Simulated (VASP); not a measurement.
# LuH2 (Fm-3m) in VASP: notebook

Aim: see how the results for LuH2 move with the level of theory and the settings. Levels: LDA, PBEsol, BLYP+D3(BJ). Tasks: single point, relaxation of cell and atoms.

Program: VASP 6.6.1. These are calculated values, not measurements. Logs are shortened: lines on timing, memory, paths and dates and some standing lists are left out, and cuts for length are marked.

## Step 1: The cell of the first run

Symmetry: Fm-3m, No. 225, cubic system. The conventional cell has a = 4.909 Å, b = 4.909 Å, c = 4.909 Å, α = 90.00°, β = 90.00°, γ = 90.00°. Lu (site symmetry m-3m) has 8 H at 2.13 Å within 2.8 Å. H (site symmetry -43m) has 4 Lu at 2.13 Å and 6 H at 2.45 Å within 2.8 Å.

## Step 2: Single point, LDA

File INCAR:

```
SYSTEM = LuH2
ALGO     = Normal         ! electronic algorithm
EDIFF    = 1E-7           ! SCF threshold, eV
ENCUT    = 520            ! plane-wave cutoff, eV
GGA      = CA             ! functional
ISIF     = 2              ! what is computed and relaxed
ISMEAR   = -1             ! smearing method
LASPH    = .True.         ! aspherical terms in the spheres
LCHARG   = .False.        ! write CHGCAR
LREAL    = .False.        ! projectors in reciprocal space
LWAVE    = .False.        ! write WAVECAR
NBANDS   = 20             ! bands
NELM     = 80             ! most SCF steps
PREC     = Accurate       ! precision mode
SIGMA    = 0.1            ! smearing width, eV
```

File KPOINTS:

```
k-points
0
Gamma
  7 7 7
  0 0 0
```

File POSCAR:

```
LuH2
1.0
    0.0000000000      2.4545493033      2.4545493033
    2.4545493033      0.0000000000      2.4545493033
    2.4545493033      2.4545493033      0.0000000000
Lu H
1 2
Direct
    0.0000000000      0.0000000000      0.0000000000
    0.2500000000      0.2500000000      0.2500000000
    0.7500000000      0.7500000000      0.7500000000
```

Potentials or basis: VASP PAW PBE potentials, release 64 (Lu, H).

On the command line:

```sh
> cat potpaw_PBE.64/Lu/POTCAR potpaw_PBE.64/H/POTCAR > POTCAR
> mpirun -np 1 vasp_std > vasp.out
```

OUTCAR:

```text
SYSTEM = LuH2
   EDIFF = 1E-7
   ENCUT = 520
   GGA = CA
   ISIF = 2
   ISMEAR = -1
   LASPH = .True.
   LREAL = .False.
   NELM = 80
   PREC = Accurate

 ion  position               nearest neighbor table
   1  0.000  0.000  0.000-   3 2.13   3 2.13   3 2.13   2 2.13   3 2.13   2 2.13   2 2.13   2 2.13

   2  0.250  0.250  0.250-   1 2.13   1 2.13   1 2.13   1 2.13
   3  0.750  0.750  0.750-   1 2.13   1 2.13   1 2.13   1 2.13

  LATTYP: Found a face centered cubic cell.
 ALAT       =     4.9090986066

  Lattice vectors:

 A1 = (   0.0000000000,   2.4545493033,   2.4545493033)
 A2 = (   2.4545493033,   0.0000000000,   2.4545493033)
 A3 = (   2.4545493033,   2.4545493033,   0.0000000000)

Analysis of symmetry for initial positions (statically):
=====================================================================
 Subroutine PRICEL returns:
 Original cell was already a primitive cell.

 Routine SETGRP: Setting up the symmetry group for a
 face centered cubic supercell.

 Subroutine GETGRP returns: Found 48 space group operations
 (whereof 48 operations were pure point group operations)
 out of a pool of 48 trial point group operations.

The static configuration has the point symmetry O_h .

Analysis of symmetry for dynamics (positions and initial velocities):
=====================================================================
 Subroutine PRICEL returns:
 Original cell was already a primitive cell.

 Routine SETGRP: Setting up the symmetry group for a
 face centered cubic supercell.

 Subroutine GETGRP returns: Found 48 space group operations
 (whereof 48 operations were pure point group operations)
 out of a pool of 48 trial point group operations.

The dynamic configuration has the point symmetry O_h .

 Subroutine INISYM returns: Found 48 space group operations
 (whereof 48 operations are pure point group operations),
 and found     1 'primitive' translations

----------------------------------------------------------------------------------------

                                     Primitive cell

  volume of cell :      29.5764

  direct lattice vectors                    reciprocal lattice vectors
     0.000000000  2.454549303  2.454549303    -0.203703384  0.203703384  0.203703384
     2.454549303  0.000000000  2.454549303     0.203703384 -0.203703384  0.203703384
     2.454549303  2.454549303  0.000000000     0.203703384  0.203703384 -0.203703384

  length of vectors
     3.471256914  3.471256914  3.471256914     0.352824611  0.352824611  0.352824611

  position of ions in fractional coordinates (direct lattice)
     0.000000000  0.000000000  0.000000000
     0.250000000  0.250000000  0.250000000
     0.750000000  0.750000000  0.750000000

  ion indices of the primitive-cell ions
   primitive index   ion index
                 1           1
                 2           2
                 3           3

----------------------------------------------------------------------------------------

 KPOINTS: k-points

Automatic generation of k-mesh.
 Grid dimensions read from file:
 generate k-points for:    7    7    7

 Generating k-lattice:

  Cartesian coordinates                     Fractional coordinates (reciprocal lattice)
    -0.029100483  0.029100483  0.029100483     0.142857143  0.000000000  0.000000000
     0.029100483 -0.029100483  0.029100483     0.000000000  0.142857143  0.000000000
     0.029100483  0.029100483 -0.029100483     0.000000000  0.000000000  0.142857143

  Length of vectors
     0.050403516  0.050403516  0.050403516

  Shift w.r.t. Gamma in fractional coordinates (k-lattice)
     0.000000000  0.000000000  0.000000000

 Subroutine IBZKPT returns following result:
 ===========================================

 Found     20 irreducible k-points:

 Following reciprocal coordinates:
            Coordinates               Weight
  0.000000  0.000000  0.000000      1.000000
  0.142857  0.000000  0.000000      8.000000
  0.285714  0.000000  0.000000      8.000000
  0.428571  0.000000  0.000000      8.000000
  0.142857  0.142857  0.000000      6.000000
  0.285714  0.142857  0.000000     24.000000
[... 12 lines left out ...]
 -0.428571  0.428571  0.142857     24.000000
 -0.285714  0.428571  0.142857     24.000000
   k-points           NKPTS =     20   k-points in BZ     NKDIM =     20   number of bands    NBANDS=     20
   number of dos      NEDOS =    301   number of ions     NIONS =      3
   total plane-waves  NPLWV =  21952
   dimension x,y,z NGX =    28 NGY =   28 NGZ =   28
   dimension x,y,z NGXF=    56 NGYF=   56 NGZF=   56
   ions per type =               1   2
   NGX,Y,Z   is equivalent  to a cutoff of  13.41, 13.41, 13.41 a.u.
   NGXF,Y,Z  is equivalent  to a cutoff of  26.82, 26.82, 26.82 a.u.
 SYSTEM =  LuH2
   PREC   = accura    normal or accurate (medium, high low for compatibility)
   ISTART =      0    job   : 0-new  1-cont  2-samecut
   ICHARG =      2    charge: 1-file 2-atom 10-const
   ISPIN  =      1    spin polarized calculation?
   LNONCOLLINEAR =      F non collinear calculations
   LSORBIT =      F    spin-orbit coupling
   LASPH  =      T    aspherical Exc in radial PAW
   ENCUT  =  520.0 eV  38.22 Ry    6.18 a.u.   6.45  6.45  6.45*2*pi/ulx,y,z
   NELM   =     80;   NELMIN=  2; NELMDL= -5     # of ELM steps
   EDIFF  = 0.1E-06   stopping-criterion for ELM
   LREAL  =      F    real-space projection
   EDIFFG = 0.1E-05   stopping-criterion for IOM
   NSW    =      0    number of steps for IOM
   IBRION =     -1    ionic relax: 0-MD 1-quasi-New 2-CG
   NFREE  =      0    steps in history (QN), initial steepest desc. (CG)
   ISIF   =      2    stress and relaxation
   ISYM   =      2    0-nonsym 1-usesym 2-fastsym
   POTIM  = 0.5000    time-step for ionic-motion
   TEBEG  =    0.0;   TEEND  =   0.0 temperature during run
   PSTRESS=    0.0 pullay stress
   NELECT =      27.0000    total number of electrons
   NUPDOWN=      -1.0000    fix difference up-down
   EMIN   =  10.00;   EMAX   =-10.00  energy-range for DOS
   EFERMI =   0.00;   METHOD = LEGACY
   ISMEAR =    -1;   SIGMA  =   0.10  broadening in eV -4-tet -1-fermi 0-gaus
   EFERMI_NEDOS =   21; number of points for ismear=-14 and -15
   IALGO  =     38    algorithm
   IMIX   =      4    mixing-type and parameters
     AMIX     =   0.40;   BMIX     =  1.00
     AMIX_MAG =   1.60;   BMIX_MAG =  1.00
  volume/ion in A,a.u.               =       9.86        66.53
  Fermi-wavevector in a.u.,A,eV,Ry     =   1.588112  3.001096 34.315229  2.522098
  Thomas-Fermi vector in A             =   2.687165
   LORBIT       =      0    0 simple, 1 ext, 2 COOP (PROOUT), +10 PAW based schemes
   GGA     = CA    functional components
   LHFCALC =     F    Hartree Fock is set to
   AEXX    =    0.0000 exact exchange contribution
   IVDW    =     0    specifies the selected vdW correction
   LEPSILON=     F    determine dielectric tensor
   LRPA    =     F    only Hartree local field effects (RPA)
 non-spin polarized calculation
  energy-cutoff  :      520.00
  volume of cell :       29.58
 maximum number of plane-waves:       821
 NGX is ok and might be reduce to    28
   NGX = 13   NGY = 13   NGZ = 13

 number of electron      26.9999999 magnetization

 Free energy of the ion-electron system (eV)
  ---------------------------------------------------
  ext. energy  EPLUGINS =         0.00000000
  ---------------------------------------------------
  free energy    TOTEN  =       -14.08793044 eV

  energy without entropy =      -14.07863848  energy(sigma->0) =      -14.08328446

 E-fermi :   2.5880     XC(G=0): -11.7622

 val. band max:        2.4771946827   @ k =   0.0000   0.0000   0.0000
 cond. band min:       2.9803560073   @ k =   0.4286   0.2857   0.1429
 fundamental gap:      0.5031613246
 Fermi energy:         2.5880206053

 k-point     1 :       0.0000    0.0000    0.0000
  band No.  band energies     occupation
      1     -52.9928      2.00000
      2     -23.6713      2.00000
      3     -23.6713      2.00000
      4     -23.6713      2.00000
      5      -6.8620      2.00000
      6      -2.5159      2.00000
[... 12 lines left out ...]
     19      13.3891      0.00000
     20      15.5648      0.00000

 k-point     2 :       0.1429    0.0000    0.0000
  band No.  band energies     occupation
      1     -52.9866      2.00000
      2     -23.7886      2.00000
      3     -23.6853      2.00000
      4     -23.6853      2.00000
      5      -6.3533      2.00000
      6      -2.5256      2.00000
[... 12 lines left out ...]
     19      11.7824      0.00000
     20      16.7322      0.00000

 k-point     3 :       0.2857    0.0000    0.0000
  band No.  band energies     occupation
      1     -52.9728      2.00000
      2     -24.0410      2.00000
      3     -23.7166      2.00000
      4     -23.7166      2.00000
      5      -5.1524      2.00000
      6      -2.5356      2.00000
[... 12 lines left out ...]
     19      11.7022      0.00000
     20      13.2518      0.00000

 k-point     4 :       0.4286    0.0000    0.0000
  band No.  band energies     occupation
      1     -52.9617      2.00000
      2     -24.2332      2.00000
      3     -23.7415      2.00000
      4     -23.7415      2.00000
      5      -4.2574      2.00000
      6      -2.4799      2.00000
[... 12 lines left out ...]
     19      10.1671      0.00000
     20      14.3662      0.00000

 k-point     5 :       0.1429    0.1429    0.0000
  band No.  band energies     occupation
      1     -52.9846      2.00000
      2     -23.7900      2.00000
      3     -23.7085      2.00000
      4     -23.7085      2.00000
      5      -6.1722      2.00000
      6      -2.5314      2.00000
[... 12 lines left out ...]
     19      12.2974      0.00000
     20      16.0527      0.00000
[... 261 lines left out ...]
      6      -2.5786      2.00000
[... 12 lines left out ...]
     19      11.2942      0.00000
     20      12.7306      0.00000

 k-point    18 :      -0.4286    0.2857    0.1429
  band No.  band energies     occupation
      1     -52.9547      2.00000
      2     -24.1485      2.00000
      3     -23.9300      2.00000
      4     -23.7975      2.00000
      5      -3.1848      2.00000
      6      -2.5106      2.00000
[... 12 lines left out ...]
     19      12.1401      0.00000
     20      12.4889      0.00000

 k-point    19 :      -0.4286    0.4286    0.1429
  band No.  band energies     occupation
      1     -52.9511      2.00000
      2     -24.1680      2.00000
      3     -23.9293      2.00000
      4     -23.8547      2.00000
      5      -2.6627      2.00000
      6      -2.5539      2.00000
[... 12 lines left out ...]
     19      10.9291      0.00000
     20      13.6052      0.00000

 k-point    20 :      -0.2857    0.4286    0.1429
  band No.  band energies     occupation
      1     -52.9501      2.00000
      2     -24.0880      2.00000
      3     -24.0414      2.00000
      4     -23.8466      2.00000
      5      -2.6398      2.00000
      6      -2.4755      2.00000
[... 12 lines left out ...]
     19      10.9281      0.00000
     20      14.1221      0.00000

------------------------ aborting loop because EDIFF is reached ----------------------------------------

  FORCE on cell =-STRESS in cart. coord.  units (eV):
  Direction    XX          YY          ZZ          XY          YZ          ZX
  --------------------------------------------------------------------------------------
  -------------------------------------------------------------------------------------
  Total        0.1152421      0.1152421      0.1152421     -0.0000000     -0.0000000      0.0000000
  in kB        6.2427572      6.2427572      6.2427572     -0.0000000     -0.0000000      0.0000000
  external PRESSURE =       6.2427572 kB  Pullay stress =       0.0000000 kB

 VOLUME and BASIS-vectors are now :
 -----------------------------------------------------------------------------
  energy-cutoff  :      520.00
  volume of cell :       29.58
      direct lattice vectors                 reciprocal lattice vectors
     0.000000000  2.454549303  2.454549303    -0.203703384  0.203703384  0.203703384
     2.454549303  0.000000000  2.454549303     0.203703384 -0.203703384  0.203703384
     2.454549303  2.454549303  0.000000000     0.203703384  0.203703384 -0.203703384

 POSITION                                       TOTAL-FORCE (eV/Angst)
 -----------------------------------------------------------------------------------
      0.00000      0.00000      0.00000        -0.000000      0.000000      0.000000
      1.22727      1.22727      1.22727         0.000000      0.000000     -0.000000
      3.68182      3.68182      3.68182        -0.000000     -0.000000     -0.000000
 -----------------------------------------------------------------------------------
    total drift:                               -0.000000     -0.000000      0.000000

  FREE ENERGIE OF THE ION-ELECTRON SYSTEM (eV)
  ---------------------------------------------------
  free  energy   TOTEN  =       -14.0879304363 eV

  energy  without entropy=      -14.0786384803  energy(sigma->0) =      -14.08328446
```

Wall time 22 s (1 thread of Intel Xeon Platinum 8488C (Sapphire Rapids), shared host); peak memory 0.16 GiB.

What came out:

```yaml
Free_energy: -14.0879 eV
Pressure: 0.6 GPa
```

Levels at points of the mesh, in eV from the Fermi level:
```
           k point  band 9  band 10  band 11  band 12  band 13  band 14  band 15  band 16  band 17  band 18
(0.00, 0.00, 0.00)   -4.73    -4.65    -4.65    -4.65    -0.11     1.42     1.42     1.42     4.45     4.45
```

Caveat: the PAW data sets were made with another functional, which shifts forces and pressure a little; spin-orbit coupling is left out, which moves the levels of the heavy elements.

## Step 3: Single point, PBEsol

This run uses another cell than the first one, of 10.16 Å³/atom, 1.030 times its volume.

File INCAR:

```
SYSTEM = LuH2
PREC = Accurate
ENCUT = 520
EDIFF = 1E-7
ISMEAR = -1
SIGMA = 0.1
LREAL = .False.
LASPH = .True.
NELM = 60
ALGO = Normal
ISIF = 2
LWAVE = .False.
LCHARG = .False.
GGA = PS
NBANDS = 20
```

File KPOINTS:

```
Automatic mesh
0
Gamma
  7 7 7
  0 0 0
```

File POSCAR:

```
LuH2
1.0
    0.0000000000      2.4789646817      2.4789646817
    2.4789646817      0.0000000000      2.4789646817
    2.4789646817      2.4789646817      0.0000000000
Lu H
1 2
Direct
    0.0000000000      0.0000000000      0.0000000000
    0.2500000000      0.2500000000      0.2500000000
    0.7500000000      0.7500000000      0.7500000000
```

Potentials or basis: VASP PAW PBE potentials, release 64 (Lu, H).

On the command line:

```sh
> cat potpaw_PBE.64/Lu/POTCAR potpaw_PBE.64/H/POTCAR > POTCAR
> mpirun -np 1 vasp_std > vasp.out
```

Wall time 19 s (1 thread of Intel Xeon Platinum 8488C (Sapphire Rapids), shared host); peak memory 0.17 GiB.

The run converged. Its results:

```
Free energy : -13.7211 eV
Pressure    : 0.2 GPa
```

Levels at points of the mesh, in eV from the Fermi level:
| k point | band 9 | band 10 | band 11 | band 12 | band 13 | band 14 | band 15 | band 16 | band 17 | band 18 |
| --- | --- | --- | --- | --- | --- | --- | --- | --- | --- | --- |
| (0.00, 0.00, 0.00) | -4.74 | -4.66 | -4.66 | -4.66 | -0.27 | 1.46 | 1.46 | 1.46 | 4.43 | 4.43 |

Caveat: the PAW data sets were made with another functional, which shifts forces and pressure a little; spin-orbit coupling is left out, which moves the levels of the heavy elements.

[end of part 1 of 3]
